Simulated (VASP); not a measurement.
# BaPCl (P4/nmm) in VASP: single point with PBE

Aim: the single point of BaPCl with PBE.

All numbers are computed with VASP 6.6.1; they aren't measurements. Logs are shortened: lines on timing, memory, paths and dates and some standing lists are left out, and cuts for length are marked.

**1. The cell of the first run**

The structure is tetragonal, space group P4/nmm (No. 129). The conventional cell has a = 4.608 Å, b = 4.608 Å, c = 7.605 Å, α = 90.00°, β = 90.00°, γ = 90.00°. Within 3.6 Å of Ba (site symmetry 4mm) lie 4 Cl at 2.72 Å and 5 P at 3.48 to 3.49 Å. P (site symmetry 4mm) has 6 Ba at 3.48 to 4.12 Å and 4 Cl at 3.52 Å and 8 P at 3.97 to 4.61 Å within 4.7 Å. Cl (site symmetry -4m2) has 4 Ba at 2.72 Å and 4 Cl at 3.26 Å and 4 P at 3.52 Å within 3.6 Å.

**2. Single point, PBE**

INCAR

```
PREC     = Accurate       # precision mode
ENCUT    = 520            # plane-wave cutoff, eV
EDIFF    = 1E-6           # SCF threshold, eV
ISMEAR   = -1             # smearing method
SIGMA    = 0.0257         # smearing width, eV
LREAL    = False          # projectors in reciprocal space
LASPH    = True           # aspherical terms in the spheres
NELM     = 60             # most SCF steps
ALGO     = Normal         # electronic algorithm
ISIF     = 2              # what is computed and relaxed
LWAVE    = False          # write WAVECAR
LCHARG   = True           # write CHGCAR
GGA      = PE             # functional
LELF     = True           # ELF
LVHAR    = True         
NBANDS   = 31             # bands
```

KPOINTS

```
regular mesh
0
Gamma
  7 7 5
```

POSCAR

```
BaPCl
1.0
    4.6076440000      0.0000000000      0.0000000000
    0.0000000000      4.6076440000      0.0000000000
    0.0000000000      0.0000000000      7.6054750000
Ba P Cl
2 2 2
Direct
    0.2500000000      0.2500000000      0.1911000000
    0.7500000000      0.7500000000      0.8089000000
    0.2500000000      0.2500000000      0.6497000000
    0.7500000000      0.7500000000      0.3503000000
    0.7500000000      0.2500000000      0.0000000000
    0.2500000000      0.7500000000      0.0000000000
```

Potentials or basis: VASP PAW PBE potentials, release 64 (Ba_sv, P, Cl).

Command:

```console
> cat potpaw_PBE.64/Ba_sv/POTCAR potpaw_PBE.64/P/POTCAR potpaw_PBE.64/Cl/POTCAR > POTCAR
> mpirun -np 1 vasp_std > vasp.out
```

OUTCAR:

```text
PREC = Accurate
   ENCUT = 520
   EDIFF = 1E-6
   ISMEAR = -1
   LREAL = False
   LASPH = True
   NELM = 60
   ISIF = 2
   GGA = PE

 ion  position               nearest neighbor table
   1  0.250  0.250  0.191-   5 2.72   6 2.72   6 2.72   5 2.72   4 3.48   4 3.48   4 3.48   4 3.48
                             3 3.49   2 4.37   2 4.37   2 4.37   2 4.37
   2  0.750  0.750  0.809-   5 2.72   6 2.72   5 2.72   6 2.72   3 3.48   3 3.48   3 3.48   3 3.48
                             4 3.49   1 4.37   1 4.37   1 4.37   1 4.37
   3  0.250  0.250  0.650-   2 3.48   2 3.48   2 3.48   2 3.48   1 3.49
   4  0.750  0.750  0.350-   1 3.48   1 3.48   1 3.48   1 3.48   2 3.49
   5  0.750  0.250  0.000-   1 2.72   2 2.72   2 2.72   1 2.72
   6  0.250  0.750  0.000-   1 2.72   2 2.72   1 2.72   2 2.72

  LATTYP: Found a simple tetragonal cell.
 ALAT       =     4.6076440000
 C/A-ratio  =     1.6506212285

  Lattice vectors:

 A1 = (   4.6076440000,   0.0000000000,   0.0000000000)
 A2 = (   0.0000000000,   4.6076440000,   0.0000000000)
 A3 = (   0.0000000000,   0.0000000000,   7.6054750000)

Analysis of symmetry for initial positions (statically):
=====================================================================
 Subroutine PRICEL returns:
 Original cell was already a primitive cell.

 Routine SETGRP: Setting up the symmetry group for a
 simple tetragonal supercell.

 Subroutine GETGRP returns: Found 16 space group operations
 (whereof  4 operations were pure point group operations)
 out of a pool of 16 trial point group operations.

The static configuration has the point symmetry C_2h.
 The point group associated with its full space group is D_4h.

Analysis of symmetry for dynamics (positions and initial velocities):
=====================================================================
 Subroutine PRICEL returns:
 Original cell was already a primitive cell.

 Routine SETGRP: Setting up the symmetry group for a
 simple tetragonal supercell.

 Subroutine GETGRP returns: Found 16 space group operations
 (whereof  4 operations were pure point group operations)
 out of a pool of 16 trial point group operations.

The dynamic configuration has the point symmetry C_2h.
 The point group associated with its full space group is D_4h.

 Subroutine INISYM returns: Found 16 space group operations
 (whereof  4 operations are pure point group operations),
 and found     1 'primitive' translations

----------------------------------------------------------------------------------------

                                     Primitive cell

  volume of cell :     161.4671

  direct lattice vectors                    reciprocal lattice vectors
     4.607644000  0.000000000  0.000000000     0.217030656  0.000000000  0.000000000
     0.000000000  4.607644000  0.000000000     0.000000000  0.217030656  0.000000000
     0.000000000  0.000000000  7.605475000     0.000000000  0.000000000  0.131484227

  length of vectors
     4.607644000  4.607644000  7.605475000     0.217030656  0.217030656  0.131484227

  position of ions in fractional coordinates (direct lattice)
     0.250000000  0.250000000  0.191100000
     0.750000000  0.750000000  0.808900000
     0.250000000  0.250000000  0.649700000
     0.750000000  0.750000000  0.350300000
     0.750000000  0.250000000  0.000000000
     0.250000000  0.750000000  0.000000000

  ion indices of the primitive-cell ions
   primitive index   ion index
                 1           1
                 2           2
                 3           3
                 4           4
                 5           5
                 6           6

----------------------------------------------------------------------------------------

 KPOINTS: regular mesh

Automatic generation of k-mesh.
 Grid dimensions read from file:
 generate k-points for:    7    7    5

 Generating k-lattice:

  Cartesian coordinates                     Fractional coordinates (reciprocal lattice)
     0.031004379  0.000000000  0.000000000     0.142857143  0.000000000  0.000000000
     0.000000000  0.031004379  0.000000000     0.000000000  0.142857143  0.000000000
     0.000000000  0.000000000  0.026296845     0.000000000  0.000000000  0.200000000

  Length of vectors
     0.031004379  0.031004379  0.026296845

  Shift w.r.t. Gamma in fractional coordinates (k-lattice)
     0.000000000  0.000000000  0.000000000

 Subroutine IBZKPT returns following result:
 ===========================================

 Found     30 irreducible k-points:

 Following reciprocal coordinates:
            Coordinates               Weight
  0.000000  0.000000  0.000000      1.000000
  0.142857  0.000000  0.000000      4.000000
  0.285714  0.000000  0.000000      4.000000
  0.428571  0.000000  0.000000      4.000000
  0.142857  0.142857  0.000000      4.000000
  0.285714  0.142857  0.000000      8.000000
[... 16 lines left out ...]
  0.285714  0.000000  0.400000      8.000000
  0.428571  0.000000  0.400000      8.000000
 [... further k-points ...]
   k-points           NKPTS =     30   k-points in BZ     NKDIM =     30   number of bands    NBANDS=     31
   number of dos      NEDOS =    301   number of ions     NIONS =      6
   total plane-waves  NPLWV =  77760
   dimension x,y,z NGX =    36 NGY =   36 NGZ =   60
   dimension x,y,z NGXF=    72 NGYF=   72 NGZF=  120
   ions per type =               2   2   2
   NGX,Y,Z   is equivalent  to a cutoff of  12.99, 12.99, 13.12 a.u.
   NGXF,Y,Z  is equivalent  to a cutoff of  25.98, 25.98, 26.23 a.u.
 SYSTEM =  unknown system
   PREC   = accura    normal or accurate (medium, high low for compatibility)
   ISTART =      0    job   : 0-new  1-cont  2-samecut
   ICHARG =      2    charge: 1-file 2-atom 10-const
   ISPIN  =      1    spin polarized calculation?
   LNONCOLLINEAR =      F non collinear calculations
   LSORBIT =      F    spin-orbit coupling
   LASPH  =      T    aspherical Exc in radial PAW
   ENCUT  =  520.0 eV  38.22 Ry    6.18 a.u.   8.57  8.57 14.14*2*pi/ulx,y,z
   NELM   =     60;   NELMIN=  2; NELMDL= -5     # of ELM steps
   EDIFF  = 0.1E-05   stopping-criterion for ELM
   LREAL  =      F    real-space projection
   EDIFFG = 0.1E-04   stopping-criterion for IOM
   NSW    =      0    number of steps for IOM
   IBRION =     -1    ionic relax: 0-MD 1-quasi-New 2-CG
   NFREE  =      0    steps in history (QN), initial steepest desc. (CG)
   ISIF   =      2    stress and relaxation
   ISYM   =      2    0-nonsym 1-usesym 2-fastsym
   POTIM  = 0.5000    time-step for ionic-motion
   TEBEG  =    0.0;   TEEND  =   0.0 temperature during run
   PSTRESS=    0.0 pullay stress
   NELECT =      44.0000    total number of electrons
   NUPDOWN=      -1.0000    fix difference up-down
   EMIN   =  10.00;   EMAX   =-10.00  energy-range for DOS
   EFERMI =   0.00;   METHOD = LEGACY
   ISMEAR =    -1;   SIGMA  =   0.03  broadening in eV -4-tet -1-fermi 0-gaus
   EFERMI_NEDOS =   21; number of points for ismear=-14 and -15
   IALGO  =     38    algorithm
   IMIX   =      4    mixing-type and parameters
     AMIX     =   0.40;   BMIX     =  1.00
     AMIX_MAG =   1.60;   BMIX_MAG =  1.00
  volume/ion in A,a.u.               =      26.91       181.61
  Fermi-wavevector in a.u.,A,eV,Ry     =   1.061364  2.005687 15.326874  1.126493
  Thomas-Fermi vector in A             =   2.196777
   LORBIT       =      0    0 simple, 1 ext, 2 COOP (PROOUT), +10 PAW based schemes
   GGA     = PE    functional components
   LHFCALC =     F    Hartree Fock is set to
   AEXX    =    0.0000 exact exchange contribution
   IVDW    =     0    specifies the selected vdW correction
   LEPSILON=     F    determine dielectric tensor
   LRPA    =     F    only Hartree local field effects (RPA)
 non-spin polarized calculation
  energy-cutoff  :      520.00
  volume of cell :      161.47
 maximum number of plane-waves:      4383
 NGX is ok and might be reduce to    36
   NGX = 17   NGY = 17   NGZ = 29

 number of electron      44.0000004 magnetization

 Free energy of the ion-electron system (eV)
  ---------------------------------------------------
  ext. energy  EPLUGINS =         0.00000000
  ---------------------------------------------------
  free energy    TOTEN  =       -20.56239888 eV

  energy without entropy =      -20.54389739  energy(sigma->0) =      -20.55314814

 E-fermi :   3.1916     XC(G=0):  -9.1785

 val. band max:        3.1816658048   @ k =   0.4286   0.0000   0.0000
 cond. band min:       3.2058991750   @ k =   0.4286   0.4286   0.0000
 fundamental gap:      0.0242333702
 Fermi energy:         3.1916177170

 k-point     1 :       0.0000    0.0000    0.0000
  band No.  band energies     occupation
      1     -23.6688      2.00000
      2     -23.5321      2.00000
      3     -13.9103      2.00000
      4     -12.9773      2.00000
      5      -9.4474      2.00000
      6      -9.4474      2.00000
[... 23 lines left out ...]
     30       8.5346      0.00000
     31       9.0981      0.00000

 k-point     2 :       0.1429    0.0000    0.0000
  band No.  band energies     occupation
      1     -23.6564      2.00000
      2     -23.5330      2.00000
      3     -13.9197      2.00000
      4     -13.1164      2.00000
      5      -9.4172      2.00000
      6      -9.3202      2.00000
[... 23 lines left out ...]
     30       8.7295      0.00000
     31       9.0973      0.00000

 k-point     3 :       0.2857    0.0000    0.0000
  band No.  band energies     occupation
      1     -23.6246      2.00000
      2     -23.5388      2.00000
      3     -13.9245      2.00000
      4     -13.4179      2.00000
      5      -9.3356      2.00000
      6      -9.1799      2.00000
[... 703 lines left out ...]
     30       8.8297      0.00000
     31       9.0724      0.00000

 k-point    24 :       0.4286    0.0000    0.4000
  band No.  band energies     occupation
      1     -23.5862      2.00000
      2     -23.5560      2.00000
      3     -13.8703      2.00000
      4     -13.7008      2.00000
      5      -9.2259      2.00000
      6      -9.1232      2.00000
[... 23 lines left out ...]
     30       8.4103      0.00000
     31       9.0261      0.00000

 [... further k-points ...]

------------------------ aborting loop because EDIFF is reached ----------------------------------------

  FORCE on cell =-STRESS in cart. coord.  units (eV):
  Direction    XX          YY          ZZ          XY          YZ          ZX
  --------------------------------------------------------------------------------------
  -------------------------------------------------------------------------------------
  Total       14.7891853     14.7891853     11.3611793      0.0000000      0.0000000     -0.0000000
  in kB      146.7474817    146.7474817    112.7326771      0.0000000      0.0000000     -0.0000000
  external PRESSURE =     135.4092135 kB  Pullay stress =       0.0000000 kB

 VOLUME and BASIS-vectors are now :
 -----------------------------------------------------------------------------
  energy-cutoff  :      520.00
  volume of cell :      161.47
      direct lattice vectors                 reciprocal lattice vectors
     4.607644000  0.000000000  0.000000000     0.217030656  0.000000000  0.000000000
     0.000000000  4.607644000  0.000000000     0.000000000  0.217030656  0.000000000
     0.000000000  0.000000000  7.605475000     0.000000000  0.000000000  0.131484227

 POSITION                                       TOTAL-FORCE (eV/Angst)
 -----------------------------------------------------------------------------------
      1.15191      1.15191      1.45341         0.000000     -0.000000      4.351023
      3.45573      3.45573      6.15207         0.000000     -0.000000     -4.351023
      1.15191      1.15191      4.94128        -0.000000     -0.000000     -1.252922
      3.45573      3.45573      2.66420        -0.000000     -0.000000      1.252922
      3.45573      1.15191      0.00000        -0.000000      0.000000     -0.000000
      1.15191      3.45573      0.00000        -0.000000      0.000000     -0.000000
 -----------------------------------------------------------------------------------
    total drift:                                0.000000      0.000000      0.000000

  FREE ENERGIE OF THE ION-ELECTRON SYSTEM (eV)
  ---------------------------------------------------
  free  energy   TOTEN  =       -20.5623988799 eV

  energy  without entropy=      -20.5438973914  energy(sigma->0) =      -20.55314814
```

Run time: 2.8 min. Hardware: 1 thread of Oxide Virtual Turin-like, shared host; peak memory 0.3 GiB.

Results:

- Free energy: -20.5624 eV
- Pressure: 13.5 GPa
- Largest force: 4.351 eV/Å
- Band gap on the k mesh: zero (bands 22 and 23 overlap by 0.75 eV)

Forces on the atoms (eV/Å):
```
Ba   0.000  0.000  4.351
Ba   0.000  0.000 -4.351
P    0.000  0.000 -1.253
P    0.000  0.000  1.253
Cl   0.000  0.000  0.000
Cl   0.000  0.000  0.000
```

Caveat: the cell stands under pressure; spin-orbit coupling is left out, which moves the levels of the heavy elements; forces of over 1 eV/Å act on the atoms, so gaps and moduli don't describe the material at rest.

The gap in the log of VASP goes by the Fermi energy; the results here count the filled bands.